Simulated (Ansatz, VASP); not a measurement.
## Two plane-wave programs on MnS

```xyz
2
Lattice="3.0990 0.0000 0.0000 0.0000 3.0990 0.0000 0.0000 0.0000 3.0990" Properties=species:S:1:pos:R:3 pbc="T T T"
Mn    1.5495    1.5495    1.5495
S     0.0000    0.0000    0.0000
```

Alike in both runs: task single point; functional PBE; k mesh 18 × 18 × 18; occupations gaussian, width 0.15 eV; collinear spin.

|  | VASP | Ansatz |
| --- | --- | --- |
| version | VASP 6.6.1 | Ansatz 0.2.0 |
| potentials or method | VASP PAW PBE potentials, release 64 (Mn_pv, S), cutoff 520 eV | scalar-relativistic, plane waves, PAW |
| valence electrons in the cell | 19 | 21 |

Ansatz gave:

* gap on the k mesh at the Fermi level (eV): none
* pressure (GPa): -7.4
* net moment per atom (μB): 1.67
* size of the moment on the site where the two differ most (μB): 0.14

Problem. Estimate VASP's values.

Solution. gap on the k mesh at the Fermi level (eV): none; pressure (GPa): -7.3; net moment per atom (μB): 1.67; size of the moment on the site where the two differ most (μB): 0.12.

Site moments also hang on the region over which each program counts them. A gap of «none» marks a metal or a gap that the smearing closes. VASP's potentials hold 19 valence electrons a cell and Ansatz's 21, so a difference there can come from the potentials and not from the codes.
